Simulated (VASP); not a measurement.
# Pt (Fm-3m) in VASP: notebook, part 2 of 2

VASP 6.6.1. Earlier steps stand in the parts before.

### Step 3. Single point, r2SCAN

This run uses another cell than the first one, of 15.29 Å³/atom, 0.998 times its volume.

POSCAR

```
Pt
1.0
    0.0000000000      1.9699417981      1.9699417981
    1.9699417981      0.0000000000      1.9699417981
    1.9699417981      1.9699417981      0.0000000000
Pt
1
Direct
    0.0000000000      0.0000000000      0.0000000000
```

INCAR.step1

```
SYSTEM = Pt
  PREC = Accurate
  ENCUT = 520
  ISMEAR = 0
  SIGMA = 0.1
  LREAL = .False.
  LASPH = .True.
  NELM = 60
  NBANDS = 11
  GGA = PE
  ALGO = Normal
  EDIFF = 1E-4
  LWAVE = .True.
  LCHARG = .False.
```

INCAR.step2

```
SYSTEM = Pt
  PREC = Accurate
  ENCUT = 520
  EDIFF = 1E-6
  ISMEAR = 0
  SIGMA = 0.1
  LREAL = .False.
  LASPH = .True.
  NELM = 60
  ALGO = Normal
  ISIF = 2
  LWAVE = .False.
  LCHARG = .False.
  METAGGA = R2SCAN
  LMIXTAU = .True.
  NBANDS = 11
  ISTART = 1
```

KPOINTS

```
Automatic mesh
0
Gamma
  24 24 24
  0 0 0
```

Potentials or basis: VASP PAW PBE potentials, release 64 (Pt).

On the command line:

```
$ cat potpaw_PBE.64/Pt/POTCAR > POTCAR
$ cp INCAR.step1 INCAR
$ mpirun -np 1 vasp_std > vasp.out
$ cp INCAR.step2 INCAR
$ mpirun -np 1 vasp_std > vasp.out
```

OUTCAR:

```text
SYSTEM = Pt
   PREC = Accurate
   ENCUT = 520
   EDIFF = 1E-6
   ISMEAR = 0
   LREAL = .False.
   LASPH = .True.
   NELM = 60
   ISIF = 2
   METAGGA = R2SCAN
   ISTART = 1

 ion  position               nearest neighbor table
   1  0.000  0.000  0.000-

  LATTYP: Found a face centered cubic cell.
 ALAT       =     3.9398835962

  Lattice vectors:

 A1 = (   0.0000000000,   1.9699417981,   1.9699417981)
 A2 = (   1.9699417981,   0.0000000000,   1.9699417981)
 A3 = (   1.9699417981,   1.9699417981,   0.0000000000)

Analysis of symmetry for initial positions (statically):
=====================================================================
 Subroutine PRICEL returns:
 Original cell was already a primitive cell.

 Routine SETGRP: Setting up the symmetry group for a
 face centered cubic supercell.

 Subroutine GETGRP returns: Found 48 space group operations
 (whereof 48 operations were pure point group operations)
 out of a pool of 48 trial point group operations.

The static configuration has the point symmetry O_h .

Analysis of symmetry for dynamics (positions and initial velocities):
=====================================================================
 Subroutine PRICEL returns:
 Original cell was already a primitive cell.

 Routine SETGRP: Setting up the symmetry group for a
 face centered cubic supercell.

 Subroutine GETGRP returns: Found 48 space group operations
 (whereof 48 operations were pure point group operations)
 out of a pool of 48 trial point group operations.

The dynamic configuration has the point symmetry O_h .

 Subroutine INISYM returns: Found 48 space group operations
 (whereof 48 operations are pure point group operations),
 and found     1 'primitive' translations

----------------------------------------------------------------------------------------

                                     Primitive cell

  volume of cell :      15.2894

  direct lattice vectors                    reciprocal lattice vectors
[... 106 lines left out ...]
  volume/ion in A,a.u.               =      15.29       103.18
  Fermi-wavevector in a.u.,A,eV,Ry     =   1.421057  2.685408 27.475638  2.019402
  Thomas-Fermi vector in A             =   2.541907
   LORBIT       =      0    0 simple, 1 ext, 2 COOP (PROOUT), +10 PAW based schemes
   METAGGA = R2SCAN    functional components
   LHFCALC =     F    Hartree Fock is set to
   AEXX    =    0.0000 exact exchange contribution
   IVDW    =     0    specifies the selected vdW correction
   LEPSILON=     F    determine dielectric tensor
   LRPA    =     F    only Hartree local field effects (RPA)
 non-spin polarized calculation
 Gauss-broadening in eV      SIGMA  =   0.10
  energy-cutoff  :      520.00
  volume of cell :       15.29
 maximum number of plane-waves:       428
 NGX is ok and might be reduce to    24
   NGX = 11   NGY = 11   NGZ = 11

 number of electron      10.0000001 magnetization

 Free energy of the ion-electron system (eV)
  ---------------------------------------------------
  ext. energy  EPLUGINS =         0.00000000
  ---------------------------------------------------
  free energy    TOTEN  =       -51.50495789 eV

  energy without entropy =      -51.49464575  energy(sigma->0) =      -51.49980182

 E-fermi :  10.7369     XC(G=0): -14.5386

 val. band max:       10.7337610043   @ k =   0.4167   0.2083   0.0000
 cond. band min:      10.7424640795   @ k =   0.5000   0.1667   0.0417
 fundamental gap:      0.0087030752
 Fermi energy:        10.7368788068

 k-point     1 :       0.0000    0.0000    0.0000
  band No.  band energies     occupation
      1       0.4160      2.00000
      2       6.9220      2.00000
      3       6.9220      2.00000
      4       6.9220      2.00000
      5       9.0371      2.00000
      6       9.0371      2.00000
      7      26.2733      0.00000
      8      31.3641      0.00000
      9      31.3641      0.00000
     10      31.3641      0.00000
     11      37.1884      0.00000
[... 309 lines left out ...]
 k-point    24 :       0.4583    0.0417    0.0000
  band No.  band energies     occupation
      1       3.3844      2.00000
      2       6.8077      2.00000
      3       6.9153      2.00000
      4       9.4271      2.00000
      5      10.7325      1.04919
      6      11.0873      0.00000
      7      17.5946      0.00000
      8      26.1511      0.00000
      9      30.6049      0.00000
     10      30.9068      0.00000
     11      39.5259      0.00000

 [... further k-points ...]
[... 5 lines left out ...]
  --------------------------------------------------------------------------------------
  -------------------------------------------------------------------------------------
  Total        0.0699671      0.0699671      0.0699671      0.0000000      0.0000000      0.0000000
  in kB        7.3318670      7.3318670      7.3318670      0.0000000      0.0000000      0.0000000
  external PRESSURE =       7.3318670 kB  Pullay stress =       0.0000000 kB

 VOLUME and BASIS-vectors are now :
 -----------------------------------------------------------------------------
  energy-cutoff  :      520.00
  volume of cell :       15.29
      direct lattice vectors                 reciprocal lattice vectors
     0.000000000  1.969941798  1.969941798    -0.253814605  0.253814605  0.253814605
     1.969941798  0.000000000  1.969941798     0.253814605 -0.253814605  0.253814605
     1.969941798  1.969941798  0.000000000     0.253814605  0.253814605 -0.253814605

 POSITION                                       TOTAL-FORCE (eV/Angst)
 -----------------------------------------------------------------------------------
      0.00000      0.00000      0.00000         0.000000      0.000000      0.000000
 -----------------------------------------------------------------------------------
    total drift:                               -0.000000      0.000000     -0.000000

  FREE ENERGIE OF THE ION-ELECTRON SYSTEM (eV)
  ---------------------------------------------------
  free  energy   TOTEN  =       -51.5049578871 eV

  energy  without entropy=      -51.4946457492  energy(sigma->0) =      -51.49980182
```

OUTCAR.step1:

```text
SYSTEM = Pt
   PREC = Accurate
   ENCUT = 520
   ISMEAR = 0
   LREAL = .False.
   LASPH = .True.
   NELM = 60
[... 553 lines left out ...]
 -----------------------------------------------------------------------------------
      0.00000      0.00000      0.00000         0.000000      0.000000      0.000000
 -----------------------------------------------------------------------------------
    total drift:                               -0.000000      0.000000     -0.000000

  FREE ENERGIE OF THE ION-ELECTRON SYSTEM (eV)
  ---------------------------------------------------
  free  energy   TOTEN  =        -6.0971408147 eV

  energy  without entropy=       -6.0862377665  energy(sigma->0) =       -6.09168929
```

It took 4.8 min on 1 thread of Intel Xeon 8259CL, shared host; peak memory 0.2 GiB.

Results:

```
Free energy            : -51.5050 eV
Pressure               : 0.7 GPa
Band gap on the k mesh : zero (band 5 reaches 11.26 eV, above the bottom of band 6 at 8.94 eV)
```

Levels at points of the mesh, in eV from the Fermi level:
```tsv
k point	band 2	band 3	band 4	band 5	band 6	band 7	band 8	band 9
(0.00, 0.00, 0.00)	-3.81	-3.81	-3.81	-1.70	-1.70	15.54	20.63	20.63
(0.50, 0.00, 0.00)	-3.91	-3.91	-0.23	0.04	0.04	6.07	15.18	19.88
(0.50, 0.50, 0.00)	-6.70	-0.05	0.52	0.52	1.99	9.21	11.99	11.99
```

Caveat: the PAW data sets were made with another functional, which shifts forces and pressure a little; spin-orbit coupling is left out, which moves the levels of the heavy elements.
